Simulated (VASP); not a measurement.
# Te2Mo (P6_3/mmc) in VASP: notebook

The runs below take Te2Mo through single point, relaxation of cell and atoms, with LDA.

Program: VASP 6.6.1. These are calculated values, not measurements. Logs are shortened: lines on timing, memory, paths and dates and some standing lists are left out, and cuts for length are marked.

**What was measured.**

From “Broadband infrared study of pressure-tunable Fano resonance and metallization transition in 2H-MoTe2”, 2022, pmc:9569381, for a bulk crystal of Te2Mo at 300 K: band gap 0.88 ± 0.05 eV (indirect).

The runs below are set against these values where they give the same quantity.

## Step 1: The cell of the first run

The structure is hexagonal, space group P6_3/mmc (No. 194). Conventional cell: a = 3.473 Å, b = 3.473 Å, c = 13.775 Å, α = 90.00°, β = 90.00°, γ = 120.00°. Within 3.6 Å of Te (site symmetry 3m) lie 3 Mo at 2.69 Å and 7 Te at 3.47 to 3.59 Å. Mo (site symmetry -6m2) has 6 Te at 2.69 Å and 6 Mo at 3.47 Å within 3.5 Å.

## Step 2: Single point, LDA

Contents of INCAR:

```
SYSTEM = Te2Mo
PREC = Accurate
ENCUT = 520
EDIFF = 1E-6
ISMEAR = 0
SIGMA = 0.01
LREAL = .FALSE.
LASPH = .TRUE.
NELM = 80
ALGO = Normal
ISIF = 2
LWAVE = .FALSE.
LCHARG = .FALSE.
NBANDS = 35
```

Contents of KPOINTS:

```
regular mesh
0
G
  6 6 2
  0 0 0
```

Contents of POSCAR:

```
Te2Mo
1.0
    3.4730035688      0.0000000000      0.0000000000
   -1.7365017844      3.0077093180      0.0000000000
    0.0000000000      0.0000000000     13.7754506848
Te Mo
4 2
Direct
    0.3333333333      0.6666666667      0.6196218643
    0.6666666667      0.3333333333      0.1196218643
    0.3333333333      0.6666666667      0.8803781357
    0.6666666667      0.3333333333      0.3803781357
    0.3333333333      0.6666666667      0.2500000000
    0.6666666667      0.3333333333      0.7500000000
```

Potentials or basis: VASP PAW LDA potentials, release 64 (Te, Mo_sv).

The run is started by

```bash
> cat potpaw_LDA.64/Te/POTCAR potpaw_LDA.64/Mo_sv/POTCAR > POTCAR
> mpirun -np 1 vasp_std > vasp.out
```

OUTCAR:

```text
SYSTEM = Te2Mo
   PREC = Accurate
   ENCUT = 520
   EDIFF = 1E-6
   ISMEAR = 0
   LREAL = .FALSE.
   LASPH = .TRUE.
   NELM = 80
   ISIF = 2

 ion  position               nearest neighbor table
   1  0.333  0.667  0.620-   6 2.69   6 2.69   6 2.69   3 3.59
   2  0.667  0.333  0.120-   5 2.69   5 2.69   5 2.69   4 3.59
   3  0.333  0.667  0.880-   6 2.69   6 2.69   6 2.69   1 3.59
   4  0.667  0.333  0.380-   5 2.69   5 2.69   5 2.69   2 3.59
   5  0.333  0.667  0.250-   2 2.69   4 2.69   2 2.69   4 2.69   2 2.69   4 2.69
   6  0.667  0.333  0.750-   1 2.69   3 2.69   1 2.69   3 2.69   1 2.69   3 2.69

  LATTYP: Found a hexagonal cell.
 ALAT       =     3.4730035688
 C/A-ratio  =     3.9664372385

  Lattice vectors:

 A1 = (   3.4730035688,   0.0000000000,   0.0000000000)
 A2 = (  -1.7365017844,   3.0077093180,   0.0000000000)
 A3 = (   0.0000000000,   0.0000000000,  13.7754506848)

Analysis of symmetry for initial positions (statically):
=====================================================================
 Subroutine PRICEL returns:
 Original cell was already a primitive cell.

 Routine SETGRP: Setting up the symmetry group for a
 hexagonal supercell.

 Subroutine GETGRP returns: Found 24 space group operations
 (whereof 12 operations were pure point group operations)
 out of a pool of 24 trial point group operations.

The static configuration has the point symmetry D_3d.
 The point group associated with its full space group is D_6h.

Analysis of symmetry for dynamics (positions and initial velocities):
=====================================================================
 Subroutine PRICEL returns:
 Original cell was already a primitive cell.

 Routine SETGRP: Setting up the symmetry group for a
 hexagonal supercell.

 Subroutine GETGRP returns: Found 24 space group operations
 (whereof 12 operations were pure point group operations)
 out of a pool of 24 trial point group operations.

The dynamic configuration has the point symmetry D_3d.
 The point group associated with its full space group is D_6h.

 Subroutine INISYM returns: Found 24 space group operations
 (whereof 12 operations are pure point group operations),
 and found     1 'primitive' translations

----------------------------------------------------------------------------------------

                                     Primitive cell

  volume of cell :     143.8954

  direct lattice vectors                    reciprocal lattice vectors
     3.473003569  0.000000000  0.000000000     0.287935207  0.166239469  0.000000000
    -1.736501784  3.007709318  0.000000000     0.000000000  0.332478938  0.000000000
     0.000000000  0.000000000 13.775450685     0.000000000  0.000000000  0.072592906

  length of vectors
     3.473003569  3.473003569 13.775450685     0.332478938  0.332478938  0.072592906

  position of ions in fractional coordinates (direct lattice)
     0.333333333  0.666666667  0.619621864
     0.666666667  0.333333333  0.119621864
     0.333333333  0.666666667  0.880378136
     0.666666667  0.333333333  0.380378136
     0.333333333  0.666666667  0.250000000
     0.666666667  0.333333333  0.750000000

  ion indices of the primitive-cell ions
   primitive index   ion index
                 1           1
                 2           2
                 3           3
                 4           4
                 5           5
                 6           6

----------------------------------------------------------------------------------------

 KPOINTS: regular mesh

Automatic generation of k-mesh.
 Grid dimensions read from file:
 generate k-points for:    6    6    2

 Generating k-lattice:

  Cartesian coordinates                     Fractional coordinates (reciprocal lattice)
     0.047989201  0.027706578  0.000000000     0.166666667  0.000000000  0.000000000
     0.000000000  0.055413156  0.000000000     0.000000000  0.166666667  0.000000000
     0.000000000  0.000000000  0.036296453     0.000000000  0.000000000  0.500000000

  Length of vectors
     0.055413156  0.055413156  0.036296453

  Shift w.r.t. Gamma in fractional coordinates (k-lattice)
     0.000000000  0.000000000  0.000000000

 Subroutine IBZKPT returns following result:
 ===========================================

 Found     14 irreducible k-points:

 Following reciprocal coordinates:
            Coordinates               Weight
  0.000000  0.000000  0.000000      1.000000
  0.166667  0.000000  0.000000      6.000000
  0.333333  0.000000  0.000000      6.000000
  0.500000  0.000000  0.000000      3.000000
  0.166667  0.166667  0.000000      6.000000
  0.333333  0.166667  0.000000     12.000000
  0.333333  0.333333  0.000000      2.000000
  0.000000  0.000000  0.500000      1.000000
  0.166667  0.000000  0.500000      6.000000
  0.333333  0.000000  0.500000      6.000000
  0.500000  0.000000  0.500000      3.000000
  0.166667  0.166667  0.500000      6.000000
  0.333333  0.166667  0.500000     12.000000
[... 35 lines left out ...]
   EFERMI_NEDOS =   21; number of points for ismear=-14 and -15
   IALGO  =     38    algorithm
   IMIX   =      4    mixing-type and parameters
     AMIX     =   0.40;   BMIX     =  1.00
     AMIX_MAG =   1.60;   BMIX_MAG =  1.00
  volume/ion in A,a.u.               =      23.98       161.84
  Fermi-wavevector in a.u.,A,eV,Ry     =   1.166076  2.203565 18.500304  1.359734
  Thomas-Fermi vector in A             =   2.302594
   LORBIT       =      0    0 simple, 1 ext, 2 COOP (PROOUT), +10 PAW based schemes
   GGA     = CA    functional components
   LHFCALC =     F    Hartree Fock is set to
   AEXX    =    0.0000 exact exchange contribution
   IVDW    =     0    specifies the selected vdW correction
   LEPSILON=     F    determine dielectric tensor
   LRPA    =     F    only Hartree local field effects (RPA)
 non-spin polarized calculation
 Gauss-broadening in eV      SIGMA  =   0.01
  energy-cutoff  :      520.00
  volume of cell :      143.90
 maximum number of plane-waves:      3915
 NGX is ok and might be reduce to    28
   NGX = 13   NGY = 13   NGZ = 51

 number of electron      51.9999998 magnetization

 Free energy of the ion-electron system (eV)
  ---------------------------------------------------
  ext. energy  EPLUGINS =         0.00000000
  ---------------------------------------------------
  free energy    TOTEN  =       -41.26331409 eV

  energy without entropy =      -41.26331409  energy(sigma->0) =      -41.26331409

 E-fermi :   8.7685     XC(G=0): -10.8529

 val. band max:        8.5645357226   @ k =   0.0000   0.0000   0.0000
 cond. band min:       9.3311666088   @ k =   0.1667   0.1667   0.0000
 fundamental gap:      0.7666308862
 Fermi energy:         8.7684941519

 k-point     1 :       0.0000    0.0000    0.0000
  band No.  band energies     occupation
      1     -51.8834      2.00000
      2     -51.8834      2.00000
      3     -26.2758      2.00000
      4     -26.2758      2.00000
      5     -26.1022      2.00000
      6     -26.1022      2.00000
[... 27 lines left out ...]
     34      12.1064      0.00000
     35      14.4560      0.00000

 k-point     2 :       0.1667    0.0000    0.0000
  band No.  band energies     occupation
      1     -51.8803      2.00000
      2     -51.8803      2.00000
      3     -26.2669      2.00000
      4     -26.2669      2.00000
      5     -26.1413      2.00000
      6     -26.1413      2.00000
[... 27 lines left out ...]
     34      12.1000      0.00000
     35      15.0512      0.00000

 k-point     3 :       0.3333    0.0000    0.0000
  band No.  band energies     occupation
      1     -51.8741      2.00000
      2     -51.8741      2.00000
      3     -26.2491      2.00000
      4     -26.2491      2.00000
      5     -26.2188      2.00000
      6     -26.2188      2.00000
[... 27 lines left out ...]
     34      12.4761      0.00000
     35      13.5798      0.00000
[... 343 lines left out ...]
 k-point    13 :       0.3333    0.1667    0.5000
  band No.  band energies     occupation
      1     -51.8710      2.00000
      2     -51.8710      2.00000
      3     -26.2402      2.00000
      4     -26.2402      2.00000
      5     -26.2377      2.00000
      6     -26.2377      2.00000
[... 27 lines left out ...]
     34      12.1414      0.00000
     35      13.6283      0.00000

 k-point    14 :       0.3333    0.3333    0.5000
  band No.  band energies     occupation
      1     -51.8695      2.00000
      2     -51.8695      2.00000
      3     -26.2358      2.00000
      4     -26.2358      2.00000
      5     -26.2200      2.00000
      6     -26.2200      2.00000
[... 27 lines left out ...]
     34      12.2635      0.00000
     35      13.5973      0.00000

------------------------ aborting loop because EDIFF is reached ----------------------------------------

  FORCE on cell =-STRESS in cart. coord.  units (eV):
  Direction    XX          YY          ZZ          XY          YZ          ZX
  --------------------------------------------------------------------------------------
  -------------------------------------------------------------------------------------
  Total        0.1937283      0.1937283      0.3120699      0.0000000      0.0000000     -0.0000000
  in kB        2.1570332      2.1570332      3.4746857      0.0000000      0.0000000     -0.0000000
  external PRESSURE =       2.5962507 kB  Pullay stress =       0.0000000 kB

 VOLUME and BASIS-vectors are now :
 -----------------------------------------------------------------------------
  energy-cutoff  :      520.00
  volume of cell :      143.90
      direct lattice vectors                 reciprocal lattice vectors
     3.473003569  0.000000000  0.000000000     0.287935207  0.166239469  0.000000000
    -1.736501784  3.007709318  0.000000000     0.000000000  0.332478938  0.000000000
     0.000000000  0.000000000 13.775450685     0.000000000  0.000000000  0.072592906

 POSITION                                       TOTAL-FORCE (eV/Angst)
 -----------------------------------------------------------------------------------
     -0.00000      2.00514      8.53557         0.000000      0.000000     -0.062480
      1.73650      1.00257      1.64785         0.000000     -0.000000     -0.062480
     -0.00000      2.00514     12.12761         0.000000      0.000000      0.062480
      1.73650      1.00257      5.23988         0.000000     -0.000000      0.062480
     -0.00000      2.00514      3.44386        -0.000000      0.000000      0.000000
      1.73650      1.00257     10.33159        -0.000000     -0.000000      0.000000
 -----------------------------------------------------------------------------------
    total drift:                               -0.000000      0.000000     -0.000000

  FREE ENERGIE OF THE ION-ELECTRON SYSTEM (eV)
  ---------------------------------------------------
  free  energy   TOTEN  =       -41.2633140915 eV

  energy  without entropy=      -41.2633140915  energy(sigma->0) =      -41.26331409
```

It took 2 min on 1 thread of Intel Xeon 8259CL, shared host; peak memory 0.25 GiB.

Results:

```
Free energy            : -41.2633 eV
Pressure               : 0.3 GPa
Largest force          : 0.062 eV/Å
Band gap on the k mesh : 0.77 eV (least direct gap 1.10 eV)
```

Forces on the atoms (eV/Å):
```
Te   0.000  0.000 -0.062
Te   0.000  0.000 -0.062
Te   0.000  0.000  0.062
Te   0.000  0.000  0.062
Mo   0.000  0.000  0.000
Mo   0.000  0.000  0.000
```

Stress tensor (GPa, compression positive):
```
0.22 0.00 0.00
0.00 0.22 0.00
0.00 0.00 0.35
```

Caveat: spin-orbit coupling is left out, which moves the levels of the heavy elements.

## Step 3: Single point, LDA

Contents of INCAR:

```
SYSTEM = Te2Mo
  ALGO = Normal
  EDIFF = 1E-7
  ENCUT = 520
  GGA = CA
  ISIF = 2
  ISMEAR = -1
  LASPH = .True.
  LCHARG = .True.
  LELF = .True.
  LREAL = .False.
  LVHAR = .True.
  LWAVE = .False.
  NBANDS = 35
  NELM = 60
  PREC = Accurate
  SIGMA = 0.05
```

Contents of KPOINTS:

```
k-points
0
Gamma
  10 10 2
  0 0 0
```

POSCAR, as its differences from that of step 2:

```diff
@@ -2,3 +2,3 @@
 1.0
-    3.4730035688      0.0000000000      0.0000000000
+    3.4730035687      0.0000000000      0.0000000000
    -1.7365017844      3.0077093180      0.0000000000
```

Potentials or basis: VASP PAW LDA potentials, release 64 (Te, Mo_sv).

The run is started by

```bash
> cat potpaw_LDA.64/Te/POTCAR potpaw_LDA.64/Mo_sv/POTCAR > POTCAR
> mpirun -np 1 vasp_std > vasp.out
```

Wall time 4.9 min (1 thread of Intel Xeon 8259CL, shared host); peak memory 0.29 GiB.

The run converged. Its results:

* Free energy: -41.2637 eV
* Pressure: 0.3 GPa
* Largest force: 0.058 eV/Å
* Band gap on the k mesh: 0.63 eV (least direct gap 1.20 eV)

Forces on the atoms (eV/Å):
```
Te   0.000  0.000 -0.058
Te   0.000  0.000 -0.058
Te   0.000  0.000  0.058
Te   0.000  0.000  0.058
Mo   0.000  0.000  0.000
Mo   0.000  0.000  0.000
```

Stress tensor (GPa, compression positive):
```
0.23 0.00 0.00
0.00 0.23 0.00
0.00 0.00 0.42
```

Levels at points of the mesh, in eV from the valence-band top:
```tsv
k point	band 24	band 25	band 26	band 27	band 28	band 29
(0.00, 0.00, 0.00)	-1.04	-0.26	0.00	3.01	3.01	3.16
(0.50, 0.00, 0.00)	-1.03	-0.59	-0.25	1.31	1.37	1.46
(0.00, 0.00, 0.50)	-1.06	-0.07	-0.07	3.05	3.05	3.05
(0.50, 0.00, 0.50)	-1.03	-0.42	-0.42	1.33	1.33	1.68
```

Caveat: spin-orbit coupling is left out, which moves the levels of the heavy elements. A k mesh can miss the band edges.

## Step 4: Relaxation of cell and atoms, LDA

This run uses another cell than the first one, of 24.96 Å³/atom.

Contents of INCAR:

```
  PREC = Accurate
  ENCUT = 600
  EDIFF = 1E-6
  ISMEAR = -1
  SIGMA = 0.05
  LREAL = F
  LASPH = T
  NELM = 60
  ALGO = Normal
  ISIF = 3
  LWAVE = F
  LCHARG = F
  GGA = CA
  IBRION = 2
  NSW = 100
  EDIFFG = -0.002
```

Contents of KPOINTS:

```
Automatic mesh
0
Gamma
  10 10 2
```

Contents of POSCAR:

```
Te2Mo
1.0
    3.5182000000      0.0000000000      0.0000000000
   -1.7591000000      3.0468505756      0.0000000000
    0.0000000000      0.0000000000     13.9736000000
Te Mo
4 2
Direct
    0.3333333333      0.6666666667      0.6210000000
    0.6666666667      0.3333333333      0.1210000000
    0.3333333333      0.6666666667      0.8790000000
    0.6666666667      0.3333333333      0.3790000000
    0.3333333333      0.6666666667      0.2500000000
    0.6666666667      0.3333333333      0.7500000000
```

The run is started by

```bash
> cat potpaw_LDA.64/Te/POTCAR potpaw_LDA.64/Mo_sv/POTCAR > POTCAR
> mpirun -np 1 vasp_std > vasp.out
```

Wall time 52 min (1 thread of Intel Xeon 8259CL, shared host); peak memory 0.33 GiB.

Results (log left out):

* Free energy: -41.2654 eV
* Relaxed volume: 24.00 Å³/atom
* Relaxed cell: a = 3.474 Å, b = 3.474 Å, c = 13.777 Å, α = 90.00°, β = 90.00°, γ = 120.00°
* Space group after relaxing (to 0.1 Å): P6_3/mmc (No. 194)
* Energy gained by relaxing: 6.8 meV/atom
* Ionic steps: 36
* Pressure after relaxing: 0.0 GPa
* Band gap on the k mesh: 0.63 eV (least direct gap 1.20 eV)

The path:
```csv
step,energy change (eV),largest force (eV/Å),pressure (GPa),volume (Å³)
1,0.0000,0.2408,-2.81,149.79
2,0.0701,0.8879,5.25,140.51
3,-0.0332,0.1394,-0.14,146.34
4,-0.0332,0.1473,-0.09,146.27
5,-0.0381,0.0646,-0.03,145.56
6,-0.0383,0.0420,-0.01,145.37
7,-0.0388,0.0295,-0.07,145.29
8,-0.0399,0.0068,-0.24,145.04
9,-0.0396,0.0795,-0.57,144.54
10,-0.0402,0.0362,-0.37,144.83
11,-0.0404,0.0306,-0.33,144.73
12,-0.0408,0.0133,-0.19,144.42
13,-0.0408,0.0198,0.10,143.79
14,-0.0409,0.0056,-0.02,144.06
15,-0.0409,0.0049,-0.01,144.07
16,-0.0409,0.0043,-0.11,144.24
17,-0.0409,0.0037,-0.05,144.10
18,-0.0409,0.0038,-0.03,144.09
19,-0.0409,0.0047,-0.02,144.07
20,-0.0409,0.0051,0.00,144.06
21,-0.0409,0.0052,0.00,144.06
22,-0.0409,0.0056,0.00,144.05
23,-0.0409,0.0060,0.02,144.04
24,-0.0409,0.0053,0.02,144.05
25,-0.0409,0.0028,0.01,144.06
26,-0.0409,0.0034,-0.05,144.10
27,-0.0409,0.0011,-0.06,144.08
28,-0.0409,0.0025,-0.03,144.07
29,-0.0409,0.0025,-0.01,144.07
30,-0.0409,0.0022,-0.02,144.06
31,-0.0409,0.0014,-0.02,144.05
32,-0.0409,0.0003,-0.04,144.02
33,-0.0409,0.0044,-0.02,143.96
34,-0.0409,0.0035,0.01,143.97
35,-0.0409,0.0020,0.02,143.99
36,-0.0409,0.0011,0.00,144.00
```

Final structure:
```
Te Mo
1.0
     3.47411    0.00000    0.00000
    -1.73705    3.00866    0.00000
     0.00000    0.00000   13.77708
Te Mo
4 2
Direct
  0.33333 0.66667 0.61938
  0.66667 0.33333 0.11938
  0.33333 0.66667 0.88062
  0.66667 0.33333 0.38062
  0.33333 0.66667 0.25000
  0.66667 0.33333 0.75000
```

Levels at points of the mesh, in eV from the valence-band top:
```csv
k point,band 23,band 24,band 25,band 26,band 27,band 28,band 29,band 30
"(0.00, 0.00, 0.00)",-1.02,-1.02,-0.25,0.00,3.00,3.00,3.16,3.16
"(0.50, 0.00, 0.00)",-1.07,-1.03,-0.58,-0.24,1.31,1.38,1.46,1.86
"(0.00, 0.00, 0.50)",-1.04,-1.04,-0.07,-0.07,3.04,3.04,3.04,3.04
"(0.50, 0.00, 0.50)",-1.03,-1.03,-0.41,-0.41,1.34,1.34,1.68,1.68
```

Caveat: spin-orbit coupling is left out, which moves the levels of the heavy elements.

## Step 5: Overview

```tsv
task	cell	k mesh	cutoff (eV)	smearing	gap on the mesh (eV)	pressure (GPa)	largest force (eV/Å)
single point	a = 3.473, b = 3.473, c = 13.775 Å, angles 90.0, 90.0, 120.0°, 6 atoms, atomic positions A	6 × 6 × 2	520	gaussian 0.01 eV	0.77	0.3	0.06
single point	a = 3.473, b = 3.473, c = 13.775 Å, angles 90.0, 90.0, 120.0°, 6 atoms, atomic positions A	10 × 10 × 2	520	fermi-dirac 0.05 eV	0.63	0.3	0.06
relaxation of cell and atoms	relaxed from a = 3.518, b = 3.518, c = 13.974 Å, angles 90.0, 90.0, 120.0°, 6 atoms, atomic positions B	10 × 10 × 2	600	fermi-dirac 0.05 eV	0.63	0.0	-
```

Alike in all rows: level LDA; potentials or basis VASP PAW LDA potentials, release 64 (Te, Mo_sv); no spin polarisation.

Caveats: spin-orbit coupling is left out, which moves the levels of the heavy elements.

Absolute energies hang on the potentials; compare differences alone.

## Step 6: How close it comes

Step 2. Against the measured gap of Te2Mo, 0.88 eV (indirect; 300 K; quoted in “Broadband infrared study of pressure-tunable Fano resonance and metallization transition in 2H-MoTe2”, 2022, pmc:9569381), the calculated 0.77 eV is off by -0.11 eV. Spin-orbit coupling on Mo, Te is left out. The value is that of LDA on a finite k mesh, which can miss the band edges, without temperature or zero-point motion. Semilocal functionals fall short of measured gaps as a rule.
